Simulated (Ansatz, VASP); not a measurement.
# Ta in VASP and in Ansatz

Contents of INCAR:

```
ALGO = Normal
EDIFF = 1E-7
ENCUT = 520
GGA = PE
ISIF = 2
ISMEAR = -1
LASPH = T
LCHARG = F
LREAL = F
LWAVE = F
NBANDS = 12
NELM = 100
PREC = Accurate
SIGMA = 0.05
```

Contents of KPOINTS:

```
k-points
0
Gamma
  16 16 16
```

File POSCAR:

```
Ta
1.0
   -1.5152582916      1.5152582916      1.5152582916
    1.5152582916     -1.5152582916      1.5152582916
    1.5152582916      1.5152582916     -1.5152582916
Ta
1
Direct
    0.0000000000      0.0000000000      0.0000000000
```

Input for Ansatz:

```yaml
crystal:
  lattice:
    - [-1.5152582916, 1.5152582916, 1.5152582916]
    - [1.5152582916, -1.5152582916, 1.5152582916]
    - [1.5152582916, 1.5152582916, -1.5152582916]
  atoms:
    - { symbol: Ta, position: [0.0, 0.0, 0.0] }
kpoints:
  mp_grid: { grid: [16, 16, 16] }
scf:
  occupations: { method: fermi_dirac, width: 0.05 }
hamiltonian:
  xc: pbe
  pseudopotentials: { kind: all_electron, lapw: { basis_error: 0.001 } }
output:
  forces: true
  stress: true
  eigenvalues: true
  populations: true
```

Change from the starting cell: volume scaled by 0.76, LAPW.

Alike in both runs: task single point; functional PBE; k mesh 16 × 16 × 16; occupations fermi-dirac, width 0.05 eV; no spin polarisation.

```csv
,VASP,Ansatz
version,VASP 6.6.1,Ansatz 0.2.0
potentials or method,"VASP PAW PBE potentials, release 64 (Ta_pv), cutoff 520 eV","all-electron LAPW, scalar-relativistic"
```

VASP gave:

```
pressure (GPa) : 89.0
```

**Question.** Estimate Ansatz's values.

**Answer.** Pressure (GPa): 86.9.

Both programs put the cell under a high pressure, so it lies far from rest at this level. Ansatz ran all-electron here, and VASP with PAW potentials.

Neither program's run includes spin-orbit coupling. Noted on VASP's run: the cell as given lies far from equilibrium.
